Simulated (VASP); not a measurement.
# Sb (Pm-3m) in VASP: notebook

The runs below take Sb through single point, with PBEsol.

Program: VASP 6.6.1. These are calculated values, not measurements. Logs are shortened: lines on timing, memory, paths and dates and some standing lists are left out, and cuts for length are marked.

## 1. The cell of the first run

The structure is cubic, space group Pm-3m (No. 221). The conventional cell has a = 2.907 Å, b = 2.907 Å, c = 2.907 Å, α = 90.00°, β = 90.00°, γ = 90.00°. Within 3.8 Å of Sb (site symmetry m-3m) lie 6 Sb at 2.91 Å.

## 2. Single point, PBEsol (strain -0.080 along x and y, -0.080 along z)

Contents of INCAR:

```
ALGO = Normal ; EDIFF = 1E-6
ENCUT = 520 ; GGA = PS
ISIF = 2 ; ISMEAR = 0
LASPH = True ; LCHARG = True
LELF = True ; LREAL = False
LVHAR = True ; LWAVE = False
NBANDS = 8 ; NELM = 60
PREC = Accurate ; SIGMA = 0.15
```

Contents of KPOINTS:

```
k-points
0
Gamma
  16 16 16
```

Contents of POSCAR:

```
Sb
1.0
    2.9072000000      0.0000000000      0.0000000000
    0.0000000000      2.9072000000      0.0000000000
    0.0000000000      0.0000000000      2.9072000000
Sb
1
Direct
    0.0000000000      0.0000000000      0.0000000000
```

Potentials or basis: VASP PAW PBE potentials, release 64 (Sb).

On the command line:

```
$ cat potpaw_PBE.64/Sb/POTCAR > POTCAR
$ mpirun -np 1 vasp_std > vasp.out
```

OUTCAR:

```text
EDIFF = 1E-6
   ENCUT = 520
   GGA = PS
   ISIF = 2
   ISMEAR = 0
   LASPH = True
   LREAL = False
   NELM = 60
   PREC = Accurate

 ion  position               nearest neighbor table
   1  0.000  0.000  0.000-

  LATTYP: Found a simple cubic cell.
 ALAT       =     2.9072000000

  Lattice vectors:

 A1 = (   2.9072000000,   0.0000000000,   0.0000000000)
 A2 = (   0.0000000000,   2.9072000000,   0.0000000000)
 A3 = (   0.0000000000,   0.0000000000,   2.9072000000)

Analysis of symmetry for initial positions (statically):
=====================================================================
 Subroutine PRICEL returns:
 Original cell was already a primitive cell.

 Routine SETGRP: Setting up the symmetry group for a
 simple cubic supercell.

 Subroutine GETGRP returns: Found 48 space group operations
 (whereof 48 operations were pure point group operations)
 out of a pool of 48 trial point group operations.

The static configuration has the point symmetry O_h .

Analysis of symmetry for dynamics (positions and initial velocities):
=====================================================================
 Subroutine PRICEL returns:
 Original cell was already a primitive cell.

 Routine SETGRP: Setting up the symmetry group for a
 simple cubic supercell.

 Subroutine GETGRP returns: Found 48 space group operations
 (whereof 48 operations were pure point group operations)
 out of a pool of 48 trial point group operations.

The dynamic configuration has the point symmetry O_h .

 Subroutine INISYM returns: Found 48 space group operations
 (whereof 48 operations are pure point group operations),
 and found     1 'primitive' translations

----------------------------------------------------------------------------------------

                                     Primitive cell

  volume of cell :      24.5711

  direct lattice vectors                    reciprocal lattice vectors
     2.907200000  0.000000000  0.000000000     0.343973583  0.000000000  0.000000000
     0.000000000  2.907200000  0.000000000     0.000000000  0.343973583  0.000000000
     0.000000000  0.000000000  2.907200000     0.000000000  0.000000000  0.343973583

  length of vectors
     2.907200000  2.907200000  2.907200000     0.343973583  0.343973583  0.343973583

  position of ions in fractional coordinates (direct lattice)
     0.000000000  0.000000000  0.000000000

  ion indices of the primitive-cell ions
   primitive index   ion index
                 1           1

----------------------------------------------------------------------------------------

 KPOINTS: k-points

Automatic generation of k-mesh.
 Grid dimensions read from file:
 generate k-points for:   16   16   16

 Generating k-lattice:

  Cartesian coordinates                     Fractional coordinates (reciprocal lattice)
     0.021498349  0.000000000  0.000000000     0.062500000  0.000000000  0.000000000
     0.000000000  0.021498349  0.000000000     0.000000000  0.062500000  0.000000000
     0.000000000  0.000000000  0.021498349     0.000000000  0.000000000  0.062500000

  Length of vectors
     0.021498349  0.021498349  0.021498349

  Shift w.r.t. Gamma in fractional coordinates (k-lattice)
     0.000000000  0.000000000  0.000000000

 Subroutine IBZKPT returns following result:
 ===========================================

 Found    165 irreducible k-points:

 Following reciprocal coordinates:
            Coordinates               Weight
  0.000000  0.000000  0.000000      1.000000
  0.062500  0.000000  0.000000      6.000000
  0.125000  0.000000  0.000000      6.000000
  0.187500  0.000000  0.000000      6.000000
  0.250000  0.000000  0.000000      6.000000
  0.312500  0.000000  0.000000      6.000000
[... 16 lines left out ...]
  0.437500  0.125000  0.000000     24.000000
  0.500000  0.125000  0.000000     12.000000
 [... further k-points ...]
   k-points           NKPTS =    165   k-points in BZ     NKDIM =    165   number of bands    NBANDS=      8
   number of dos      NEDOS =    301   number of ions     NIONS =      1
   total plane-waves  NPLWV =  13824
   dimension x,y,z NGX =    24 NGY =   24 NGZ =   24
   dimension x,y,z NGXF=    48 NGYF=   48 NGZF=   48
   ions per type =               1
   NGX,Y,Z   is equivalent  to a cutoff of  13.72, 13.72, 13.72 a.u.
   NGXF,Y,Z  is equivalent  to a cutoff of  27.45, 27.45, 27.45 a.u.
 SYSTEM =  unknown system
   PREC   = accura    normal or accurate (medium, high low for compatibility)
   ISTART =      0    job   : 0-new  1-cont  2-samecut
   ICHARG =      2    charge: 1-file 2-atom 10-const
   ISPIN  =      1    spin polarized calculation?
   LNONCOLLINEAR =      F non collinear calculations
   LSORBIT =      F    spin-orbit coupling
   LASPH  =      T    aspherical Exc in radial PAW
   ENCUT  =  520.0 eV  38.22 Ry    6.18 a.u.   5.41  5.41  5.41*2*pi/ulx,y,z
   NELM   =     60;   NELMIN=  2; NELMDL= -5     # of ELM steps
   EDIFF  = 0.1E-05   stopping-criterion for ELM
   LREAL  =      F    real-space projection
   EDIFFG = 0.1E-04   stopping-criterion for IOM
   NSW    =      0    number of steps for IOM
   IBRION =     -1    ionic relax: 0-MD 1-quasi-New 2-CG
   NFREE  =      0    steps in history (QN), initial steepest desc. (CG)
   ISIF   =      2    stress and relaxation
   ISYM   =      2    0-nonsym 1-usesym 2-fastsym
   POTIM  = 0.5000    time-step for ionic-motion
   TEBEG  =    0.0;   TEEND  =   0.0 temperature during run
   PSTRESS=    0.0 pullay stress
   NELECT =       5.0000    total number of electrons
   NUPDOWN=      -1.0000    fix difference up-down
   EMIN   =  10.00;   EMAX   =-10.00  energy-range for DOS
   EFERMI =   0.00;   METHOD = LEGACY
   ISMEAR =     0;   SIGMA  =   0.15  broadening in eV -4-tet -1-fermi 0-gaus
   EFERMI_NEDOS =   21; number of points for ismear=-14 and -15
   IALGO  =     38    algorithm
   IMIX   =      4    mixing-type and parameters
     AMIX     =   0.40;   BMIX     =  1.00
     AMIX_MAG =   1.60;   BMIX_MAG =  1.00
  volume/ion in A,a.u.               =      24.57       165.81
  Fermi-wavevector in a.u.,A,eV,Ry     =   0.962919  1.819654 12.615508  0.927214
  Thomas-Fermi vector in A             =   2.092420
   LORBIT       =      0    0 simple, 1 ext, 2 COOP (PROOUT), +10 PAW based schemes
   GGA     = PS    functional components
   LHFCALC =     F    Hartree Fock is set to
   AEXX    =    0.0000 exact exchange contribution
   IVDW    =     0    specifies the selected vdW correction
   LEPSILON=     F    determine dielectric tensor
   LRPA    =     F    only Hartree local field effects (RPA)
 non-spin polarized calculation
 Gauss-broadening in eV      SIGMA  =   0.15
  energy-cutoff  :      520.00
  volume of cell :       24.57
 maximum number of plane-waves:       691
 NGX is ok and might be reduce to    24
   NGX = 11   NGY = 11   NGZ = 11

 number of electron       4.9999999 magnetization

 Free energy of the ion-electron system (eV)
  ---------------------------------------------------
  ext. energy  EPLUGINS =         0.00000000
  ---------------------------------------------------
  free energy    TOTEN  =        -4.37726900 eV

  energy without entropy =       -4.37282386  energy(sigma->0) =       -4.37504643

 E-fermi :   9.7323     XC(G=0): -10.5921

 val. band max:        9.6802358120   @ k =   0.4375   0.3750   0.3750
 cond. band min:       9.7722432398   @ k =   0.1875   0.1875   0.1875
 fundamental gap:      0.0920074278
 Fermi energy:         9.7323061209

 k-point     1 :       0.0000    0.0000    0.0000
  band No.  band energies     occupation
      1      -4.4143      2.00000
      2      13.4063      0.00000
      3      13.4063      0.00000
      4      13.4063      0.00000
      5      16.8404      0.00000
      6      16.8404      0.00000
      7      19.0453      0.00000
      8      28.4687      0.00000

 k-point     2 :       0.0625    0.0000    0.0000
  band No.  band energies     occupation
      1      -4.3455      2.00000
      2      12.4558      0.00000
      3      13.4786      0.00000
      4      13.4786      0.00000
      5      16.8888      0.00000
      6      17.4894      0.00000
      7      19.4632      0.00000
      8      27.8934      0.00000

 k-point     3 :       0.1250    0.0000    0.0000
  band No.  band energies     occupation
      1      -4.1397      2.00000
      2      10.7139      0.00000
      3      13.6921      0.00000
      4      13.6921      0.00000
      5      17.0339      0.00000
      6      18.1394      0.00000
      7      20.8968      0.00000
      8      26.8680      0.00000

 k-point     4 :       0.1875    0.0000    0.0000
  band No.  band energies     occupation
      1      -3.7994      2.00000
      2       8.8841      2.00000
      3      14.0355      0.00000
      4      14.0355      0.00000
      5      17.2753      0.00000
      6      18.5325      0.00000
      7      22.8689      0.00000
      8      25.7506      0.00000

 k-point     5 :       0.2500    0.0000    0.0000
  band No.  band energies     occupation
      1      -3.3310      2.00000
      2       7.1271      2.00000
      3      14.4878      0.00000
      4      14.4878      0.00000
      5      17.6116      0.00000
      6      18.9232      0.00000
      7      24.6285      0.00000
      8      24.6287      0.00000

 k-point     6 :       0.3125    0.0000    0.0000
  band No.  band energies     occupation
      1      -2.7499      2.00000
      2       5.5115      2.00000
      3      15.0121      0.00000
      4      15.0121      0.00000
      5      18.0379      0.00000
      6      19.3764      0.00000
      7      23.4548      0.00000
      8      23.5652      0.00000

 k-point     7 :       0.3750    0.0000    0.0000
  band No.  band energies     occupation
      1      -2.0968      2.00000
      2       4.1043      2.00000
      3      15.5434      0.00000
      4      15.5434      0.00000
      5      18.5385      0.00000
      6      19.8926      0.00000
      7      22.3840      0.00000
      8      22.6401      0.00000

 k-point     8 :       0.4375    0.0000    0.0000
  band No.  band energies     occupation
      1      -1.4857      2.00000
      2       3.0350      2.00000
      3      15.9704      0.00000
      4      15.9704      0.00000
      5      19.0533      0.00000
      6      20.4068      0.00000
      7      21.5262      0.00000
      8      21.9736      0.00000

 k-point     9 :       0.5000    0.0000    0.0000
  band No.  band energies     occupation
      1      -1.2002      2.00000
      2       2.5960      2.00000
      3      16.1411      0.00000
      4      16.1411      0.00000
      5      19.3334      0.00000
      6      20.6701      0.00000
      7      21.1318      0.00000
      8      21.7227      0.00000

 k-point    10 :       0.0625    0.0625    0.0000
  band No.  band energies     occupation
      1      -4.2767      2.00000
      2      12.4251      0.00000
      3      12.6325      0.00000
      4      13.5510      0.00000
      5      17.2177      0.00000
      6      17.9695      0.00000
      7      19.7639      0.00000
      8      27.1143      0.00000
[... 78 lines left out ...]
 k-point    18 :       0.1250    0.1250    0.0000
  band No.  band energies     occupation
      1      -3.8651      2.00000
      2      10.7750      0.00000
      3      11.2132      0.00000
      4      13.9791      0.00000
      5      17.7333      0.00000
      6      20.0602      0.00000
      7      21.5129      0.00000
      8      24.5546      0.00000

 k-point    19 :       0.1875    0.1250    0.0000
  band No.  band energies     occupation
      1      -3.5248      2.00000
      2       9.1322      2.00000
      3      11.3597      0.00000
      4      14.3242      0.00000
      5      18.0116      0.00000
      6      20.7283      0.00000
      7      22.5052      0.00000
      8      23.7711      0.00000

 k-point    20 :       0.2500    0.1250    0.0000
  band No.  band energies     occupation
      1      -3.0563      2.00000
      2       7.3862      2.00000
      3      11.7958      0.00000
      4      14.7789      0.00000
      5      18.3599      0.00000
      6      20.7108      0.00000
      7      22.0589      0.00000
      8      24.8046      0.00000

 k-point    21 :       0.3125    0.1250    0.0000
  band No.  band energies     occupation
      1      -2.4750      2.00000
      2       5.7739      2.00000
      3      12.3273      0.00000
      4      15.3066      0.00000
      5      18.7667      0.00000
      6      19.9139      0.00000
      7      22.0540      0.00000
      8      23.7521      0.00000

 k-point    22 :       0.3750    0.1250    0.0000
  band No.  band energies     occupation
      1      -1.8213      2.00000
      2       4.3676      2.00000
      3      12.8974      0.00000
      4      15.8426      0.00000
      5      18.7011      0.00000
      6      19.5184      0.00000
      7      22.0950      0.00000
      8      22.8293      0.00000

 k-point    23 :       0.4375    0.1250    0.0000
  band No.  band energies     occupation
      1      -1.2091      2.00000
      2       3.2979      2.00000
      3      13.3934      0.00000
      4      16.2750      0.00000
      5      17.9920      0.00000
      6      20.0598      0.00000
      7      21.6472      0.00000
      8      22.1611      0.00000

 k-point    24 :       0.5000    0.1250    0.0000
  band No.  band energies     occupation
      1      -0.9228      2.00000
      2       2.8582      2.00000
      3      13.6074      0.00000
      4      16.4484      0.00000
      5      17.6870      0.00000
      6      20.5243      0.00000
      7      21.1661      0.00000
      8      21.9086      0.00000

 [... further k-points ...]
[... 5 lines left out ...]
  --------------------------------------------------------------------------------------
  -------------------------------------------------------------------------------------
  Total        2.1777076      2.1777076      2.1777076      0.0000000      0.0000000     -0.0000000
  in kB      141.9990433    141.9990433    141.9990433      0.0000000      0.0000000     -0.0000000
  external PRESSURE =     141.9990433 kB  Pullay stress =       0.0000000 kB

 VOLUME and BASIS-vectors are now :
 -----------------------------------------------------------------------------
  energy-cutoff  :      520.00
  volume of cell :       24.57
      direct lattice vectors                 reciprocal lattice vectors
     2.907200000  0.000000000  0.000000000     0.343973583  0.000000000  0.000000000
     0.000000000  2.907200000  0.000000000     0.000000000  0.343973583  0.000000000
     0.000000000  0.000000000  2.907200000     0.000000000  0.000000000  0.343973583

 POSITION                                       TOTAL-FORCE (eV/Angst)
 -----------------------------------------------------------------------------------
      0.00000      0.00000      0.00000         0.000000      0.000000      0.000000
 -----------------------------------------------------------------------------------
    total drift:                               -0.000000      0.000000      0.000000

  FREE ENERGIE OF THE ION-ELECTRON SYSTEM (eV)
  ---------------------------------------------------
  free  energy   TOTEN  =        -4.3772690012 eV

  energy  without entropy=       -4.3728238622  energy(sigma->0) =       -4.37504643
```

Run time: 12 s. Hardware: 1 thread of Intel Xeon 6975P-C (Granite Rapids), shared host; peak memory 0.15 GiB.

Results:

* Free energy: -4.3773 eV
* Pressure: 14.2 GPa

Caveat: the cell differs from its parent crystal (strain -0.080 along x and y, -0.080 along z); the PAW data sets were made with another functional, which shifts forces and pressure a little; spin-orbit coupling is left out, which moves the levels of the heavy elements.

## 3. Single point, PBEsol (strain -0.040 along x and y, -0.040 along z)

Contents of INCAR:

```
SYSTEM = Sb
  ALGO = Normal
  EDIFF = 1E-7
  ENCUT = 520
  GGA = PS
  ISIF = 2
  ISMEAR = 0
  LASPH = .TRUE.
  LCHARG = .TRUE.
  LELF = .TRUE.
  LREAL = .FALSE.
  LVHAR = .TRUE.
  LWAVE = .FALSE.
  NBANDS = 8
  NELM = 60
  PREC = Accurate
  SIGMA = 0.15
```

Contents of KPOINTS:

```
k-points
0
G
  16 16 16
  0 0 0
```

Contents of POSCAR:

```
Sb
1.0
    3.0336000000      0.0000000000      0.0000000000
    0.0000000000      3.0336000000      0.0000000000
    0.0000000000      0.0000000000      3.0336000000
Sb
1
Direct
    0.0000000000      0.0000000000      0.0000000000
```

Potentials or basis: VASP PAW PBE potentials, release 64 (Sb).

On the command line:

```
$ cat potpaw_PBE.64/Sb/POTCAR > POTCAR
$ mpirun -np 1 vasp_std > vasp.out
```

Wall time 11 s (1 thread of Intel Xeon 6975P-C (Granite Rapids), shared host); peak memory 0.16 GiB.

It converged, with:

* Free energy: -4.5320 eV
* Pressure: 1.9 GPa

Levels at points of the mesh, in eV from the Fermi level:
```
           k point  band 1  band 2  band 3  band 4  band 5  band 6
(0.00, 0.00, 0.00)  -12.91    3.45    3.45    3.45    7.04    7.04
(0.50, 0.00, 0.00)  -10.24   -6.05    5.69    5.69    9.28   10.72
(0.50, 0.50, 0.00)   -7.37   -3.82   -3.82    1.89    8.01   13.46
(0.50, 0.50, 0.50)   -4.12   -1.72   -1.72   -1.72    4.74    4.74
```

Caveat: the cell differs from its parent crystal (strain -0.040 along x and y, -0.040 along z); the PAW data sets were made with another functional, which shifts forces and pressure a little; spin-orbit coupling is left out, which moves the levels of the heavy elements.

## 4. Single point, PBEsol (strain +0.040 along x and y, +0.040 along z)

Contents of INCAR:

```
PREC     = Accurate       # precision mode
ENCUT    = 520            # plane-wave cutoff, eV
EDIFF    = 1E-6           # SCF threshold, eV
ISMEAR   = 0              # smearing method
SIGMA    = 0.15           # smearing width, eV
LREAL    = F              # projectors in reciprocal space
LASPH    = T              # aspherical terms in the spheres
NELM     = 80             # most SCF steps
ALGO     = Normal         # electronic algorithm
ISIF     = 2              # what is computed and relaxed
LWAVE    = F              # write WAVECAR
LCHARG   = T              # write CHGCAR
GGA      = PS             # functional
LELF     = T              # ELF
LVHAR    = T            
NBANDS   = 8              # bands
```

Contents of KPOINTS:

```
regular mesh
0
Gamma
  16 16 16
```

Contents of POSCAR:

```
Sb
1.0
    3.2864000000      0.0000000000      0.0000000000
    0.0000000000      3.2864000000      0.0000000000
    0.0000000000      0.0000000000      3.2864000000
Sb
1
Direct
    0.0000000000      0.0000000000      0.0000000000
```

On the command line:

```
$ cat potpaw_PBE.64/Sb/POTCAR > POTCAR
$ mpirun -np 1 vasp_std > vasp.out
```

Wall time 12 s (1 thread of Intel Xeon 6975P-C (Granite Rapids), shared host); peak memory 0.16 GiB.

It converged, with:

```
Free energy : -4.3221 eV
Pressure    : -8.2 GPa
```

Levels at points of the mesh, in eV from the Fermi level:
```csv
k point,band 1,band 2,band 3,band 4,band 5,band 6,band 7,band 8
"(0.00, 0.00, 0.00)",-11.21,2.81,2.81,2.81,6.78,6.78,7.12,16.70
"(0.50, 0.00, 0.00)",-9.36,-4.50,4.31,4.31,8.59,10.00,10.10,10.92
"(0.50, 0.50, 0.00)",-7.47,-2.83,-2.83,2.70,5.77,11.55,12.62,12.62
"(0.50, 0.50, 0.50)",-5.45,-1.29,-1.29,-1.29,5.03,5.03,5.03,7.16
```

Caveat: the cell differs from its parent crystal (strain +0.040 along x and y, +0.040 along z); the PAW data sets were made with another functional, which shifts forces and pressure a little; spin-orbit coupling is left out, which moves the levels of the heavy elements.

## 5. Overview

```tsv
cell	gap on the mesh (eV)	pressure (GPa)
a = 2.907 Å, 1 atom	none	14.2
a = 3.034 Å, 1 atom	none	1.9
a = 3.286 Å, 1 atom	none	-8.2
```

Alike in all rows: task single point; level PBEsol; potentials or basis VASP PAW PBE potentials, release 64 (Sb); no spin polarisation; k mesh 16 × 16 × 16; cutoff (eV) 520; smearing gaussian 0.15 eV.

Caveats: the PAW data sets were made with another functional, which shifts forces and pressure a little; spin-orbit coupling is left out, which moves the levels of the heavy elements.

Total energies depend on the potentials used, so only differences within one code and one set of settings carry meaning.
